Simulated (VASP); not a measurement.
# CdS in VASP: notebook

The runs below take CdS through single point, with PBE.

Program: VASP 6.6.1. These are calculated values, not measurements. Logs are shortened: lines on timing, memory, paths and dates and some standing lists are left out, and cuts for length are marked.

## 1. The cell of the first run

Symmetry: F-43m, No. 216, cubic system. Conventional cell: a = 6.212 Å, b = 6.212 Å, c = 6.212 Å, α = 90.00°, β = 90.00°, γ = 90.00°. Within 3.5 Å of Cd (site symmetry -43m) lie 4 S at 2.69 Å. S (site symmetry -43m) has 4 Cd at 2.69 Å within 3.5 Å.

## 2. Single point, PBE (strain +5.7%)

Input file INCAR:

```
SYSTEM = CdS
ALGO = Normal
EDIFF = 1E-6
ENCUT = 630
GGA = PE
GGA_COMPAT = .False.
ISIF = 2
ISMEAR = -1
LASPH = .True.
LCHARG = .False.
LREAL = .False.
LWAVE = .False.
NBANDS = 20
NELM = 120
PREC = Accurate
SIGMA = 0.02
```

Input file KPOINTS:

```
k-points
0
Gamma
  8 8 8
  0 0 0
```

Input file POSCAR:

```
CdS
1.0
    0.0000000000      3.1058683214      3.1058683214
    3.1058683214      0.0000000000      3.1058683214
    3.1058683214      3.1058683214      0.0000000000
Cd S
1 1
Direct
    0.0000000000      0.0000000000      0.0000000000
    0.2500000000      0.2500000000      0.2500000000
```

Potentials or basis: VASP PAW PBE potentials, release 64 (Cd_sv_GW, S).

Command:

```bash
cat potpaw_PBE.64/Cd_sv_GW/POTCAR potpaw_PBE.64/S/POTCAR > POTCAR
mpirun -np 1 vasp_std > vasp.out
```

OUTCAR:

```text
SYSTEM = CdS
   EDIFF = 1E-6
   ENCUT = 630
   GGA = PE
   ISIF = 2
   ISMEAR = -1
   LASPH = .True.
   LREAL = .False.
   NELM = 120
   PREC = Accurate

 ion  position               nearest neighbor table
   1  0.000  0.000  0.000-   2 2.69   2 2.69   2 2.69   2 2.69
   2  0.250  0.250  0.250-   1 2.69   1 2.69   1 2.69   1 2.69

  LATTYP: Found a face centered cubic cell.
 ALAT       =     6.2117366428

  Lattice vectors:

 A1 = (   0.0000000000,   3.1058683214,   3.1058683214)
 A2 = (   3.1058683214,   0.0000000000,   3.1058683214)
 A3 = (   3.1058683214,   3.1058683214,   0.0000000000)

Analysis of symmetry for initial positions (statically):
=====================================================================
 Subroutine PRICEL returns:
 Original cell was already a primitive cell.

 Routine SETGRP: Setting up the symmetry group for a
 face centered cubic supercell.

 Subroutine GETGRP returns: Found 24 space group operations
 (whereof 24 operations were pure point group operations)
 out of a pool of 48 trial point group operations.

The static configuration has the point symmetry T_d .

Analysis of symmetry for dynamics (positions and initial velocities):
=====================================================================
 Subroutine PRICEL returns:
 Original cell was already a primitive cell.

 Routine SETGRP: Setting up the symmetry group for a
 face centered cubic supercell.

 Subroutine GETGRP returns: Found 24 space group operations
 (whereof 24 operations were pure point group operations)
 out of a pool of 48 trial point group operations.

The dynamic configuration has the point symmetry T_d .

 Subroutine INISYM returns: Found 24 space group operations
 (whereof 24 operations are pure point group operations),
 and found     1 'primitive' translations

----------------------------------------------------------------------------------------

                                     Primitive cell

  volume of cell :      59.9210

  direct lattice vectors                    reciprocal lattice vectors
     0.000000000  3.105868321  3.105868321    -0.160985576  0.160985576  0.160985576
     3.105868321  0.000000000  3.105868321     0.160985576 -0.160985576  0.160985576
     3.105868321  3.105868321  0.000000000     0.160985576  0.160985576 -0.160985576

  length of vectors
     4.392361103  4.392361103  4.392361103     0.278835197  0.278835197  0.278835197

  position of ions in fractional coordinates (direct lattice)
     0.000000000  0.000000000  0.000000000
     0.250000000  0.250000000  0.250000000

  ion indices of the primitive-cell ions
   primitive index   ion index
                 1           1
                 2           2

----------------------------------------------------------------------------------------

 KPOINTS: k-points

Automatic generation of k-mesh.
 Grid dimensions read from file:
 generate k-points for:    8    8    8

 Generating k-lattice:

  Cartesian coordinates                     Fractional coordinates (reciprocal lattice)
    -0.020123197  0.020123197  0.020123197     0.125000000  0.000000000  0.000000000
     0.020123197 -0.020123197  0.020123197     0.000000000  0.125000000  0.000000000
     0.020123197  0.020123197 -0.020123197     0.000000000  0.000000000  0.125000000

  Length of vectors
     0.034854400  0.034854400  0.034854400

  Shift w.r.t. Gamma in fractional coordinates (k-lattice)
     0.000000000  0.000000000  0.000000000

 Subroutine IBZKPT returns following result:
 ===========================================

 Found     29 irreducible k-points:

 Following reciprocal coordinates:
            Coordinates               Weight
  0.000000  0.000000  0.000000      1.000000
  0.125000  0.000000  0.000000      8.000000
  0.250000  0.000000  0.000000      8.000000
  0.375000  0.000000  0.000000      8.000000
  0.500000  0.000000  0.000000      4.000000
  0.125000  0.125000  0.000000      6.000000
[... 16 lines left out ...]
  0.500000  0.250000  0.125000     48.000000
 -0.375000  0.250000  0.125000     24.000000
 [... further k-points ...]
   k-points           NKPTS =     29   k-points in BZ     NKDIM =     29   number of bands    NBANDS=     20
   number of dos      NEDOS =    301   number of ions     NIONS =      2
   total plane-waves  NPLWV =  46656
   dimension x,y,z NGX =    36 NGY =   36 NGZ =   36
   dimension x,y,z NGXF=    72 NGYF=   72 NGZF=   72
   ions per type =               1   1
   NGX,Y,Z   is equivalent  to a cutoff of  13.63, 13.63, 13.63 a.u.
   NGXF,Y,Z  is equivalent  to a cutoff of  27.25, 27.25, 27.25 a.u.
 SYSTEM =  CdS
   PREC   = accura    normal or accurate (medium, high low for compatibility)
   ISTART =      0    job   : 0-new  1-cont  2-samecut
   ICHARG =      2    charge: 1-file 2-atom 10-const
   ISPIN  =      1    spin polarized calculation?
   LNONCOLLINEAR =      F non collinear calculations
   LSORBIT =      F    spin-orbit coupling
   LASPH  =      T    aspherical Exc in radial PAW
   ENCUT  =  630.0 eV  46.30 Ry    6.80 a.u.   8.99  8.99  8.99*2*pi/ulx,y,z
   NELM   =    120;   NELMIN=  2; NELMDL= -5     # of ELM steps
   EDIFF  = 0.1E-05   stopping-criterion for ELM
   LREAL  =      F    real-space projection
   EDIFFG = 0.1E-04   stopping-criterion for IOM
   NSW    =      0    number of steps for IOM
   IBRION =     -1    ionic relax: 0-MD 1-quasi-New 2-CG
   NFREE  =      0    steps in history (QN), initial steepest desc. (CG)
   ISIF   =      2    stress and relaxation
   ISYM   =      2    0-nonsym 1-usesym 2-fastsym
   POTIM  = 0.5000    time-step for ionic-motion
   TEBEG  =    0.0;   TEEND  =   0.0 temperature during run
   PSTRESS=    0.0 pullay stress
   NELECT =      26.0000    total number of electrons
   NUPDOWN=      -1.0000    fix difference up-down
   EMIN   =  10.00;   EMAX   =-10.00  energy-range for DOS
   EFERMI =   0.00;   METHOD = LEGACY
   ISMEAR =    -1;   SIGMA  =   0.02  broadening in eV -4-tet -1-fermi 0-gaus
   EFERMI_NEDOS =   21; number of points for ismear=-14 and -15
   IALGO  =     38    algorithm
   IMIX   =      4    mixing-type and parameters
     AMIX     =   0.40;   BMIX     =  1.00
     AMIX_MAG =   1.60;   BMIX_MAG =  1.00
  volume/ion in A,a.u.               =      29.96       202.18
  Fermi-wavevector in a.u.,A,eV,Ry     =   1.239385  2.342098 20.899572  1.536075
  Thomas-Fermi vector in A             =   2.373870
   LORBIT       =      0    0 simple, 1 ext, 2 COOP (PROOUT), +10 PAW based schemes
   GGA     = PE    functional components
   LHFCALC =     F    Hartree Fock is set to
   AEXX    =    0.0000 exact exchange contribution
   IVDW    =     0    specifies the selected vdW correction
   LEPSILON=     F    determine dielectric tensor
   LRPA    =     F    only Hartree local field effects (RPA)
 non-spin polarized calculation
  energy-cutoff  :      630.00
  volume of cell :       59.92
 maximum number of plane-waves:      2180
   NGX = 17   NGY = 17   NGZ = 17

 number of electron      25.9999991 magnetization

 Free energy of the ion-electron system (eV)
  ---------------------------------------------------
  ext. energy  EPLUGINS =         0.00000000
  ---------------------------------------------------
  free energy    TOTEN  =        -6.06991034 eV

  energy without entropy =       -6.06991034  energy(sigma->0) =       -6.06991034

 E-fermi :   1.5537     XC(G=0):  -8.3904

 val. band max:        1.1748327786   @ k =   0.0000   0.0000   0.0000
 cond. band min:       1.8942525515   @ k =   0.0000   0.0000   0.0000
 fundamental gap:      0.7194197730
 Fermi energy:         1.5536812119

 k-point     1 :       0.0000    0.0000    0.0000
  band No.  band energies     occupation
      1     -99.9535      2.00000
      2     -61.0131      2.00000
      3     -61.0131      2.00000
      4     -61.0131      2.00000
      5     -10.2204      2.00000
      6      -6.0760      2.00000
[... 12 lines left out ...]
     19      12.3266      0.00000
     20      12.3266      0.00000

 k-point     2 :       0.1250    0.0000    0.0000
  band No.  band energies     occupation
      1     -99.9535      2.00000
      2     -61.0131      2.00000
      3     -61.0131      2.00000
      4     -61.0131      2.00000
      5     -10.1805      2.00000
      6      -6.0629      2.00000
[... 12 lines left out ...]
     19      11.7927      0.00000
     20      12.2420      0.00000

 k-point     3 :       0.2500    0.0000    0.0000
  band No.  band energies     occupation
      1     -99.9535      2.00000
      2     -61.0132      2.00000
      3     -61.0131      2.00000
      4     -61.0131      2.00000
      5     -10.0838      2.00000
      6      -6.0347      2.00000
[... 12 lines left out ...]
     19      11.5603      0.00000
     20      11.9659      0.00000

 k-point     4 :       0.3750    0.0000    0.0000
  band No.  band energies     occupation
      1     -99.9535      2.00000
      2     -61.0133      2.00000
      3     -61.0131      2.00000
      4     -61.0131      2.00000
      5      -9.9875      2.00000
      6      -6.0130      2.00000
[... 12 lines left out ...]
     19      12.2489      0.00000
     20      12.2489      0.00000

 k-point     5 :       0.5000    0.0000    0.0000
  band No.  band energies     occupation
      1     -99.9535      2.00000
      2     -61.0133      2.00000
      3     -61.0131      2.00000
      4     -61.0131      2.00000
      5      -9.9479      2.00000
      6      -6.0063      2.00000
[... 12 lines left out ...]
     19      13.1747      0.00000
     20      13.1747      0.00000
[... 353 lines left out ...]
      6      -5.9281      2.00000
[... 12 lines left out ...]
     19      13.2823      0.00000
     20      14.0895      0.00000

 k-point    22 :       0.3750    0.2500    0.1250
  band No.  band energies     occupation
      1     -99.9535      2.00000
      2     -61.0132      2.00000
      3     -61.0131      2.00000
      4     -61.0131      2.00000
      5     -10.0130      2.00000
      6      -6.0023      2.00000
[... 12 lines left out ...]
     19      12.7006      0.00000
     20      14.1020      0.00000

 k-point    23 :       0.5000    0.2500    0.1250
  band No.  band energies     occupation
      1     -99.9535      2.00000
      2     -61.0132      2.00000
      3     -61.0132      2.00000
      4     -61.0131      2.00000
      5      -9.9370      2.00000
      6      -5.9827      2.00000
[... 12 lines left out ...]
     19      13.1008      0.00000
     20      13.7006      0.00000

 k-point    24 :      -0.3750    0.2500    0.1250
  band No.  band energies     occupation
      1     -99.9535      2.00000
      2     -61.0133      2.00000
      3     -61.0132      2.00000
      4     -61.0131      2.00000
      5      -9.9060      2.00000
      6      -5.9793      2.00000
[... 12 lines left out ...]
     19      12.8637      0.00000
     20      13.6601      0.00000

 [... further k-points ...]
[... 5 lines left out ...]
  --------------------------------------------------------------------------------------
  -------------------------------------------------------------------------------------
  Total       -2.0746356     -2.0746356     -2.0746356      0.0000000      0.0000000      0.0000000
  in kB      -55.4719321    -55.4719321    -55.4719321      0.0000000      0.0000000      0.0000000
  external PRESSURE =     -55.4719321 kB  Pullay stress =       0.0000000 kB

 VOLUME and BASIS-vectors are now :
 -----------------------------------------------------------------------------
  energy-cutoff  :      630.00
  volume of cell :       59.92
      direct lattice vectors                 reciprocal lattice vectors
     0.000000000  3.105868321  3.105868321    -0.160985576  0.160985576  0.160985576
     3.105868321  0.000000000  3.105868321     0.160985576 -0.160985576  0.160985576
     3.105868321  3.105868321  0.000000000     0.160985576  0.160985576 -0.160985576

 POSITION                                       TOTAL-FORCE (eV/Angst)
 -----------------------------------------------------------------------------------
      0.00000      0.00000      0.00000        -0.000000      0.000000     -0.000000
      1.55293      1.55293      1.55293         0.000000     -0.000000      0.000000
 -----------------------------------------------------------------------------------
    total drift:                               -0.000000     -0.000000      0.000000

  FREE ENERGIE OF THE ION-ELECTRON SYSTEM (eV)
  ---------------------------------------------------
  free  energy   TOTEN  =        -6.0699103439 eV

  energy  without entropy=       -6.0699103438  energy(sigma->0) =       -6.06991034
```

Run time: 29 s. Hardware: 1 thread of AMD EPYC 9R45 (Zen 5), shared host; peak memory 0.21 GiB.

What came out:

```yaml
Free_energy: -6.0699 eV
Pressure: -5.5 GPa
Band_gap_on_the_k_mesh: 0.72 eV
```

Caveat: the cell differs from its parent crystal (strain +5.7%); the cell stands under tension; the structure was generated, so it needn't be the stable form of CdS; semilocal functionals underestimate gaps, and a narrow one can read as zero.

## 3. Single point, PBE (epitaxial xy strain -2.0%)

Input file INCAR:

```
SYSTEM = CdS
PREC     = Accurate       ! precision mode
ENCUT    = 630            ! plane-wave cutoff, eV
EDIFF    = 1E-6           ! SCF threshold, eV
ISMEAR   = -1             ! smearing method
SIGMA    = 0.02           ! smearing width, eV
LREAL    = .FALSE.        ! projectors in reciprocal space
LASPH    = .TRUE.         ! aspherical terms in the spheres
NELM     = 120            ! most SCF steps
ALGO     = Normal         ! electronic algorithm
ISIF     = 2              ! what is computed and relaxed
LWAVE    = .FALSE.        ! write WAVECAR
LCHARG   = .FALSE.        ! write CHGCAR
GGA      = PE             ! functional
NBANDS   = 20             ! bands
GGA_COMPAT= .FALSE.
```

Input file KPOINTS:

```
Automatic mesh
0
G
  8 8 8
  0 0 0
```

Input file POSCAR:

```
CdS
1.0
    0.0000000000      2.8792548573      3.0254941450
    2.8792548573      0.0000000000      3.0254941450
    2.8792548573      2.8792548573      0.0000000000
Cd S
1 1
Direct
    0.0000000000      0.0000000000      0.0000000000
    0.2500000000      0.2500000000      0.2500000000
```

Potentials or basis: VASP PAW PBE potentials, release 64 (Cd_sv_GW, S).

Command:

```bash
cat potpaw_PBE.64/Cd_sv_GW/POTCAR potpaw_PBE.64/S/POTCAR > POTCAR
mpirun -np 1 vasp_std > vasp.out
```

It took 84 s on 1 thread of Intel Xeon Platinum 8259CL at 2.50GHz (Skylake/Cascade Lake), shared host; peak memory 0.26 GiB.

The run converged. Its results:

```yaml
Free_energy: -6.2049 eV
Pressure: 1.9 GPa
Band_gap_on_the_k_mesh: 1.06 eV
```

Stress tensor (GPa, compression positive):
```
2.27 0.00 0.00
0.00 2.27 0.00
0.00 0.00 1.29
```

Levels at points of the mesh, in eV from the valence-band top:
```tsv
k point	band 11	band 12	band 13	band 14	band 15	band 16
(0.00, 0.00, 0.00)	-0.16	0.00	0.00	1.06	6.51	6.52
(0.50, 0.00, 0.00)	-4.37	-0.88	-0.68	2.92	6.81	7.17
(0.50, 0.50, 0.00)	-4.14	-1.75	-1.75	3.66	4.57	8.77
(0.50, 0.00, 0.50)	-3.84	-1.99	-1.90	3.47	4.16	9.26
```

Caveat: the cell differs from its parent crystal (epitaxial xy strain -2.0%); the structure was generated, so it needn't be the stable form of CdS.

[end of part 1 of 2]
